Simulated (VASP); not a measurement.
# P (P6_3/mmc) in VASP: notebook, part 2 of 2

VASP 6.6.1. Earlier steps stand in the parts before.

**3. Single point, PBE (z stretched by -4 % at fixed volume)**

Input file INCAR:

```
SYSTEM = P
PREC = Accurate
ENCUT = 520
EDIFF = 1E-7
ISMEAR = -1
SIGMA = 0.05
LREAL = .False.
LASPH = .True.
NELM = 60
ALGO = Normal
ISIF = 2
LWAVE = .False.
LCHARG = .False.
GGA = PE
NBANDS = 12
```

Input file KPOINTS:

```
Automatic mesh
0
Gamma
  15 15 8
  0 0 0
```

Input file POSCAR:

```
P
1.0
    2.7611695162      0.0000000000      0.0000000000
   -1.3805847581      2.3912429451      0.0000000000
    0.0000000000      0.0000000000      4.4041804904
P
2
Direct
    0.3333333333      0.6666666667      0.2500000000
    0.6666666667      0.3333333333      0.7500000000
```

Potentials or basis: VASP PAW PBE potentials, release 64 (P).

Launch:

```bash
$ cat potpaw_PBE.64/P/POTCAR > POTCAR
$ mpirun -np 1 vasp_std > vasp.out
```

OUTCAR:

```text
SYSTEM = P
   PREC = Accurate
   ENCUT = 520
   EDIFF = 1E-7
   ISMEAR = -1
   LREAL = .False.
   LASPH = .True.
   NELM = 60
   ISIF = 2
   GGA = PE

 ion  position               nearest neighbor table
   1  0.333  0.667  0.250-   2 2.72   2 2.72   2 2.72   2 2.72   2 2.72   2 2.72
   2  0.667  0.333  0.750-   1 2.72   1 2.72   1 2.72   1 2.72   1 2.72   1 2.72

  LATTYP: Found a hexagonal cell.
 ALAT       =     2.7611695162
 C/A-ratio  =     1.5950416896

  Lattice vectors:

 A1 = (   2.7611695162,   0.0000000000,   0.0000000000)
 A2 = (  -1.3805847581,   2.3912429451,   0.0000000000)
 A3 = (   0.0000000000,   0.0000000000,   4.4041804904)

Analysis of symmetry for initial positions (statically):
=====================================================================
 Subroutine PRICEL returns:
 Original cell was already a primitive cell.

 Routine SETGRP: Setting up the symmetry group for a
 hexagonal supercell.

 Subroutine GETGRP returns: Found 24 space group operations
 (whereof 12 operations were pure point group operations)
 out of a pool of 24 trial point group operations.

The static configuration has the point symmetry D_3d.
 The point group associated with its full space group is D_6h.

Analysis of symmetry for dynamics (positions and initial velocities):
=====================================================================
 Subroutine PRICEL returns:
 Original cell was already a primitive cell.

 Routine SETGRP: Setting up the symmetry group for a
 hexagonal supercell.

 Subroutine GETGRP returns: Found 24 space group operations
 (whereof 12 operations were pure point group operations)
 out of a pool of 24 trial point group operations.

The dynamic configuration has the point symmetry D_3d.
 The point group associated with its full space group is D_6h.

 Subroutine INISYM returns: Found 24 space group operations
 (whereof 12 operations are pure point group operations),
 and found     1 'primitive' translations

----------------------------------------------------------------------------------------

                                     Primitive cell

  volume of cell :      29.0792

  direct lattice vectors                    reciprocal lattice vectors
     2.761169516  0.000000000  0.000000000     0.362165377  0.209096278  0.000000000
    -1.380584758  2.391242945  0.000000000     0.000000000  0.418192556  0.000000000
     0.000000000  0.000000000  4.404180490     0.000000000  0.000000000  0.227056998

  length of vectors
     2.761169516  2.761169516  4.404180490     0.418192556  0.418192556  0.227056998

  position of ions in fractional coordinates (direct lattice)
     0.333333333  0.666666667  0.250000000
     0.666666667  0.333333333  0.750000000

  ion indices of the primitive-cell ions
   primitive index   ion index
                 1           1
                 2           2

----------------------------------------------------------------------------------------

 KPOINTS: Automatic mesh

Automatic generation of k-mesh.
 Grid dimensions read from file:
 generate k-points for:   15   15    8

 Generating k-lattice:

  Cartesian coordinates                     Fractional coordinates (reciprocal lattice)
     0.024144358  0.013939752  0.000000000     0.066666667  0.000000000  0.000000000
     0.000000000  0.027879504  0.000000000     0.000000000  0.066666667  0.000000000
     0.000000000  0.000000000  0.028382125     0.000000000  0.000000000  0.125000000

  Length of vectors
     0.027879504  0.027879504  0.028382125

  Shift w.r.t. Gamma in fractional coordinates (k-lattice)
     0.000000000  0.000000000  0.000000000

 Subroutine IBZKPT returns following result:
 ===========================================

 Found    135 irreducible k-points:

 Following reciprocal coordinates:
            Coordinates               Weight
  0.000000  0.000000  0.000000      1.000000
  0.066667  0.000000  0.000000      6.000000
  0.133333 -0.000000  0.000000      6.000000
  0.200000 -0.000000  0.000000      6.000000
  0.266667 -0.000000  0.000000      6.000000
  0.333333  0.000000  0.000000      6.000000
[... 16 lines left out ...]
  0.333333  0.200000  0.000000     12.000000
  0.400000  0.200000  0.000000      6.000000
 [... further k-points ...]
   k-points           NKPTS =    135   k-points in BZ     NKDIM =    135   number of bands    NBANDS=     12
   number of dos      NEDOS =    301   number of ions     NIONS =      2
   total plane-waves  NPLWV =  20736
   dimension x,y,z NGX =    24 NGY =   24 NGZ =   36
   dimension x,y,z NGXF=    48 NGYF=   48 NGZF=   72
   ions per type =               2
   NGX,Y,Z   is equivalent  to a cutoff of  14.45, 14.45, 13.59 a.u.
   NGXF,Y,Z  is equivalent  to a cutoff of  28.90, 28.90, 27.18 a.u.
 SYSTEM =  P
   PREC   = accura    normal or accurate (medium, high low for compatibility)
   ISTART =      0    job   : 0-new  1-cont  2-samecut
   ICHARG =      2    charge: 1-file 2-atom 10-const
   ISPIN  =      1    spin polarized calculation?
   LNONCOLLINEAR =      F non collinear calculations
   LSORBIT =      F    spin-orbit coupling
   LASPH  =      T    aspherical Exc in radial PAW
   ENCUT  =  520.0 eV  38.22 Ry    6.18 a.u.   5.13  5.13  8.19*2*pi/ulx,y,z
   NELM   =     60;   NELMIN=  2; NELMDL= -5     # of ELM steps
   EDIFF  = 0.1E-06   stopping-criterion for ELM
   LREAL  =      F    real-space projection
   EDIFFG = 0.1E-05   stopping-criterion for IOM
   NSW    =      0    number of steps for IOM
   IBRION =     -1    ionic relax: 0-MD 1-quasi-New 2-CG
   NFREE  =      0    steps in history (QN), initial steepest desc. (CG)
   ISIF   =      2    stress and relaxation
   ISYM   =      2    0-nonsym 1-usesym 2-fastsym
   POTIM  = 0.5000    time-step for ionic-motion
   TEBEG  =    0.0;   TEEND  =   0.0 temperature during run
   PSTRESS=    0.0 pullay stress
   NELECT =      10.0000    total number of electrons
   NUPDOWN=      -1.0000    fix difference up-down
   EMIN   =  10.00;   EMAX   =-10.00  energy-range for DOS
   EFERMI =   0.00;   METHOD = LEGACY
   ISMEAR =    -1;   SIGMA  =   0.05  broadening in eV -4-tet -1-fermi 0-gaus
   EFERMI_NEDOS =   21; number of points for ismear=-14 and -15
   IALGO  =     38    algorithm
   IMIX   =      4    mixing-type and parameters
     AMIX     =   0.40;   BMIX     =  1.00
     AMIX_MAG =   1.60;   BMIX_MAG =  1.00
  volume/ion in A,a.u.               =      14.54        98.12
  Fermi-wavevector in a.u.,A,eV,Ry     =   1.146958  2.167436 17.898638  1.315513
  Thomas-Fermi vector in A             =   2.283640
   LORBIT       =      0    0 simple, 1 ext, 2 COOP (PROOUT), +10 PAW based schemes
   GGA     = PE    functional components
   LHFCALC =     F    Hartree Fock is set to
   AEXX    =    0.0000 exact exchange contribution
   IVDW    =     0    specifies the selected vdW correction
   LEPSILON=     F    determine dielectric tensor
   LRPA    =     F    only Hartree local field effects (RPA)
 non-spin polarized calculation
  energy-cutoff  :      520.00
  volume of cell :       29.08
 maximum number of plane-waves:       808
 NGX is ok and might be reduce to    24
   NGX = 11   NGY = 11   NGZ = 17

 number of electron      10.0000000 magnetization

 Free energy of the ion-electron system (eV)
  ---------------------------------------------------
  ext. energy  EPLUGINS =         0.00000000
  ---------------------------------------------------
  free energy    TOTEN  =        -9.10679881 eV

  energy without entropy =       -9.09271099  energy(sigma->0) =       -9.09975490

 E-fermi :   9.8006     XC(G=0): -11.4813

 val. band max:        9.7998434356   @ k =   0.4667   0.0667   0.1250
 cond. band min:       9.8084876144   @ k =   0.3333   0.0000   0.0000
 fundamental gap:      0.0086441788
 Fermi energy:         9.8005932395

 k-point     1 :       0.0000    0.0000    0.0000
  band No.  band energies     occupation
      1      -6.5499      2.00000
      2      -0.3878      2.00000
      3       1.8353      2.00000
      4      14.1082      0.00000
      5      14.1082      0.00000
      6      16.0366      0.00000
      7      16.0366      0.00000
      8      17.0323      0.00000
      9      19.6726      0.00000
     10      21.2068      0.00000
     11      21.3723      0.00000
     12      21.3723      0.00000
[... 331 lines left out ...]
 k-point    24 :       0.4000    0.2000    0.0000
  band No.  band energies     occupation
      1      -0.5846      2.00000
      2       0.7429      2.00000
      3       4.9435      2.00000
      4       6.8085      2.00000
      5       6.9027      2.00000
      6       7.2447      2.00000
      7       9.0991      2.00000
      8      10.9684      0.00000
      9      14.8696      0.00000
     10      19.8073      0.00000
     11      24.3716      0.00000
     12      24.6974      0.00000

 [... further k-points ...]
[... 5 lines left out ...]
  --------------------------------------------------------------------------------------
  -------------------------------------------------------------------------------------
  Total       -0.2755882     -0.2755882      0.5216513      0.0000000     -0.0000000      0.0000000
  in kB      -15.1841111    -15.1841111     28.7414697      0.0000000     -0.0000000      0.0000000
  external PRESSURE =      -0.5422508 kB  Pullay stress =       0.0000000 kB

 VOLUME and BASIS-vectors are now :
 -----------------------------------------------------------------------------
  energy-cutoff  :      520.00
  volume of cell :       29.08
      direct lattice vectors                 reciprocal lattice vectors
     2.761169516  0.000000000  0.000000000     0.362165377  0.209096278  0.000000000
    -1.380584758  2.391242945  0.000000000     0.000000000  0.418192556  0.000000000
     0.000000000  0.000000000  4.404180490     0.000000000  0.000000000  0.227056998

 POSITION                                       TOTAL-FORCE (eV/Angst)
 -----------------------------------------------------------------------------------
     -0.00000      1.59416      1.10105         0.000000      0.000000      0.000000
      1.38058      0.79708      3.30314        -0.000000     -0.000000      0.000000
 -----------------------------------------------------------------------------------
    total drift:                               -0.000000      0.000000     -0.000000

  FREE ENERGIE OF THE ION-ELECTRON SYSTEM (eV)
  ---------------------------------------------------
  free  energy   TOTEN  =        -9.1067988129 eV

  energy  without entropy=       -9.0927109878  energy(sigma->0) =       -9.09975490
```

OSZICAR:

```text
N       E                     dE             d eps       ncg     rms          rms(c)
DAV:   1     0.212638712512E+02    0.21264E+02   -0.45565E+03  3248   0.728E+02
DAV:   2    -0.808863485688E+01   -0.29353E+02   -0.27910E+02  4476   0.115E+02
DAV:   3    -0.911666165954E+01   -0.10280E+01   -0.10162E+01  4176   0.199E+01
DAV:   4    -0.912200095681E+01   -0.53393E-02   -0.53379E-02  3892   0.175E+00
DAV:   5    -0.912203027662E+01   -0.29320E-04   -0.29320E-04  4080   0.128E-01    0.566E+00
DAV:   6    -0.911087088350E+01    0.11159E-01   -0.73295E-03  3664   0.461E-01    0.328E+00
DAV:   7    -0.910677606905E+01    0.40948E-02   -0.13024E-02  3544   0.621E-01    0.145E-01
DAV:   8    -0.910679929799E+01   -0.23229E-04   -0.33034E-04  4100   0.119E-01    0.237E-02
DAV:   9    -0.910679953078E+01   -0.23279E-06   -0.21437E-06  4288   0.107E-02    0.802E-03
DAV:  10    -0.910679854532E+01    0.98546E-06   -0.59880E-07  3980   0.478E-03    0.390E-03
DAV:  11    -0.910679881481E+01   -0.26950E-06   -0.15048E-08  2252   0.846E-04    0.203E-04
DAV:  12    -0.910679881285E+01    0.19630E-08   -0.82695E-10  2056   0.222E-04
   1 F= -.91067988E+01 E0= -.90997549E+01  d E =-.140878E-01
```

stdout:

```text
POSCAR found type information on POSCAR P
 POSCAR found :  1 types and       2 ions
 scaLAPACK will be used
 LDA part: xc-table for (Slater+PW92), standard interpolation
 POSCAR, INCAR and KPOINTS ok, starting setup
 FFT: planning ... GRIDC
 FFT: planning ... GRID_SOFT
 FFT: planning ... GRID
 WAVECAR not read
 entering main loop
```

It took 23 s on 1 thread of Intel Xeon Platinum 8488C (Sapphire Rapids), shared host; peak memory 0.17 GiB.

Results:

| Item | Value |
| --- | --- |
| Free energy | -9.1068 eV |
| Pressure | -0.1 GPa |
| Band gap on the k mesh | zero (band 5 reaches 15.16 eV, above the bottom of band 6 at 5.11 eV) |

Stress tensor (GPa, compression positive):
```
-1.52  0.00  0.00
 0.00 -1.52  0.00
 0.00  0.00  2.87
```

Levels at points of the mesh, in eV from the Fermi level:
| k point | band 2 | band 3 | band 4 | band 5 | band 6 | band 7 | band 8 | band 9 |
| --- | --- | --- | --- | --- | --- | --- | --- | --- |
| (0.00, 0.00, 0.00) | -10.19 | -7.97 | 4.31 | 4.31 | 6.24 | 6.24 | 7.23 | 9.87 |
| (0.00, 0.00, 0.50) | -14.55 | -0.49 | -0.49 | 5.36 | 5.36 | 5.36 | 5.36 | 10.84 |
